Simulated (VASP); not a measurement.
# MgBe2Te2O (P6/mmm) in VASP: further runs, part 2 of 2

VASP 6.6.1. The steps go on from the part before.

**3. Single point, PBE**

This run uses another cell than the first one, of 24.28 Å³/atom.

INCAR

```
ALGO     = Normal         # electronic algorithm
EDIFF    = 1E-6           # SCF threshold, eV
ENCUT    = 520            # plane-wave cutoff, eV
GGA      = PE             # functional
ISIF     = 2              # what is computed and relaxed
ISMEAR   = 0              # smearing method
LASPH    = T              # aspherical terms in the spheres
LCHARG   = F              # write CHGCAR
LREAL    = F              # projectors in reciprocal space
LWAVE    = F              # write WAVECAR
NBANDS   = 21             # bands
NELM     = 100            # most SCF steps
PREC     = Accurate       # precision mode
SIGMA    = 0.1            # smearing width, eV
```

KPOINTS

```
k-points
0
Gamma
  6 6 2
```

POSCAR

```
MgBe2Te2O
1.0
    4.1822108800      0.0000000000      0.0000000000
   -2.0911054400      3.6219008660      0.0000000000
    0.0000000000      0.0000000000      9.6192836702
Mg Be Te O
1 2 2 1
Direct
    0.0000000000      0.0000000000      0.0000000000
    0.3333333333      0.6666666667      0.0000000000
    0.6666666667      0.3333333333      0.0000000000
    0.0000000000      0.0000000000      0.7098438360
    0.0000000000      0.0000000000      0.2901561640
    0.0000000000      0.0000000000      0.5000000000
```

Potentials or basis: VASP PAW PBE potentials, release 64 (Mg, Be, Te, O).

Run with:

```bash
$ cat potpaw_PBE.64/Mg/POTCAR potpaw_PBE.64/Be/POTCAR potpaw_PBE.64/Te/POTCAR potpaw_PBE.64/O/POTCAR > POTCAR
$ mpirun -np 1 vasp_std > vasp.out
```

OUTCAR:

```text
EDIFF = 1E-6
   ENCUT = 520
   GGA = PE
   ISIF = 2
   ISMEAR = 0
   LASPH = T
   LREAL = F
   NELM = 100
   PREC = Accurate

 ion  position               nearest neighbor table
   1  0.000  0.000  0.000-   2 2.41   3 2.41   2 2.41   3 2.41   3 2.41   2 2.41   4 2.79   5 2.79

   2  0.333  0.667  0.000-   1 2.41   1 2.41   1 2.41
   3  0.667  0.333  0.000-   1 2.41   1 2.41   1 2.41
   4  0.000  0.000  0.710-   6 2.02   1 2.79
   5  0.000  0.000  0.290-   6 2.02   1 2.79
   6  0.000  0.000  0.500-   4 2.02   5 2.02

  LATTYP: Found a hexagonal cell.
 ALAT       =     4.1822108800
 C/A-ratio  =     2.3000474979

  Lattice vectors:

 A1 = (   4.1822108800,   0.0000000000,   0.0000000000)
 A2 = (  -2.0911054400,   3.6219008660,   0.0000000000)
 A3 = (   0.0000000000,   0.0000000000,   9.6192836702)

Analysis of symmetry for initial positions (statically):
=====================================================================
 Subroutine PRICEL returns:
 Original cell was already a primitive cell.

 Routine SETGRP: Setting up the symmetry group for a
 hexagonal supercell.

 Subroutine GETGRP returns: Found 24 space group operations
 (whereof 24 operations were pure point group operations)
 out of a pool of 24 trial point group operations.

The static configuration has the point symmetry D_6h.

Analysis of symmetry for dynamics (positions and initial velocities):
=====================================================================
 Subroutine PRICEL returns:
 Original cell was already a primitive cell.

 Routine SETGRP: Setting up the symmetry group for a
 hexagonal supercell.

 Subroutine GETGRP returns: Found 24 space group operations
 (whereof 24 operations were pure point group operations)
 out of a pool of 24 trial point group operations.

[... 114 lines left out ...]
   IALGO  =     38    algorithm
   IMIX   =      4    mixing-type and parameters
     AMIX     =   0.40;   BMIX     =  1.00
     AMIX_MAG =   1.60;   BMIX_MAG =  1.00
  volume/ion in A,a.u.               =      24.28       163.88
  Fermi-wavevector in a.u.,A,eV,Ry     =   0.897395  1.695830 10.957007  0.805317
  Thomas-Fermi vector in A             =   2.019973
   LORBIT       =      0    0 simple, 1 ext, 2 COOP (PROOUT), +10 PAW based schemes
   GGA     = PE    functional components
   LHFCALC =     F    Hartree Fock is set to
   AEXX    =    0.0000 exact exchange contribution
   IVDW    =     0    specifies the selected vdW correction
   LEPSILON=     F    determine dielectric tensor
   LRPA    =     F    only Hartree local field effects (RPA)
 non-spin polarized calculation
 Gauss-broadening in eV      SIGMA  =   0.10
  energy-cutoff  :      520.00
  volume of cell :      145.71
 maximum number of plane-waves:      3989
 NGX is ok and might be reduce to    32
   NGX = 15   NGY = 15   NGZ = 35

 number of electron      23.9999991 magnetization

 Free energy of the ion-electron system (eV)
  ---------------------------------------------------
  ext. energy  EPLUGINS =         0.00000000
  ---------------------------------------------------
  free energy    TOTEN  =       -16.96198510 eV

  energy without entropy =      -16.94809881  energy(sigma->0) =      -16.95504195

 E-fermi :   2.5943     XC(G=0):  -8.2340

 val. band max:        2.5933801992   @ k =   0.0000   0.0000   0.5000
 cond. band min:       2.6103870288   @ k =   0.1667   0.0000   0.5000
 fundamental gap:      0.0170068297
 Fermi energy:         2.5943172916

 k-point     1 :       0.0000    0.0000    0.0000
  band No.  band energies     occupation
      1     -16.2335      2.00000
      2      -9.1540      2.00000
      3      -7.7819      2.00000
      4      -3.4963      2.00000
      5      -3.3145      2.00000
      6      -0.6440      2.00000
[... 325 lines left out ...]
     20      10.2735      0.00000
     21      10.2735      0.00000

------------------------ aborting loop because EDIFF is reached ----------------------------------------

  FORCE on cell =-STRESS in cart. coord.  units (eV):
  Direction    XX          YY          ZZ          XY          YZ          ZX
  --------------------------------------------------------------------------------------
  -------------------------------------------------------------------------------------
  Total        0.0335745      0.0335745     -0.0289392     -0.0000000     -0.0000000     -0.0000000
  in kB        0.3691776      0.3691776     -0.3182082     -0.0000000     -0.0000000     -0.0000000
  external PRESSURE =       0.1400490 kB  Pullay stress =       0.0000000 kB

 VOLUME and BASIS-vectors are now :
 -----------------------------------------------------------------------------
  energy-cutoff  :      520.00
  volume of cell :      145.71
      direct lattice vectors                 reciprocal lattice vectors
     4.182210880  0.000000000  0.000000000     0.239107981  0.138049057  0.000000000
    -2.091105440  3.621900866  0.000000000     0.000000000  0.276098114  0.000000000
     0.000000000  0.000000000  9.619283670     0.000000000  0.000000000  0.103957845

 POSITION                                       TOTAL-FORCE (eV/Angst)
 -----------------------------------------------------------------------------------
      0.00000      0.00000      0.00000        -0.000000      0.000000      0.000000
     -0.00000      2.41460      0.00000         0.000000      0.000000      0.000000
      2.09111      1.20730      0.00000        -0.000000      0.000000     -0.000000
      0.00000      0.00000      6.82819         0.000000     -0.000000     -0.045387
      0.00000      0.00000      2.79109        -0.000000      0.000000      0.045387
      0.00000      0.00000      4.80964        -0.000000      0.000000      0.000000
 -----------------------------------------------------------------------------------
    total drift:                                0.000000     -0.000000      0.000000

  FREE ENERGIE OF THE ION-ELECTRON SYSTEM (eV)
  ---------------------------------------------------
  free  energy   TOTEN  =       -16.9619850993 eV

  energy  without entropy=      -16.9480988072  energy(sigma->0) =      -16.95504195
```

Run time: 25 s. Hardware: 1 thread of Intel Xeon 6975P-C (Granite Rapids), shared host; peak memory 0.27 GiB.

What came out:

| Item | Value |
| --- | --- |
| Free energy | -16.9620 eV |
| Pressure | 0.0 GPa |
| Largest force | 0.045 eV/Å |
| Band gap on the k mesh | zero (bands 12 and 13 overlap by 1.99 eV) |

Forces in eV/Å, atoms in the order of the input:
```
Mg   0.000  0.000  0.000
Be   0.000  0.000  0.000
Be   0.000  0.000  0.000
Te   0.000  0.000 -0.045
Te   0.000  0.000  0.045
O    0.000  0.000  0.000
```

Caveat: spin-orbit coupling is left out, which moves the levels of the heavy elements.

The gap in the log of VASP goes by the Fermi energy; the results here count the filled bands.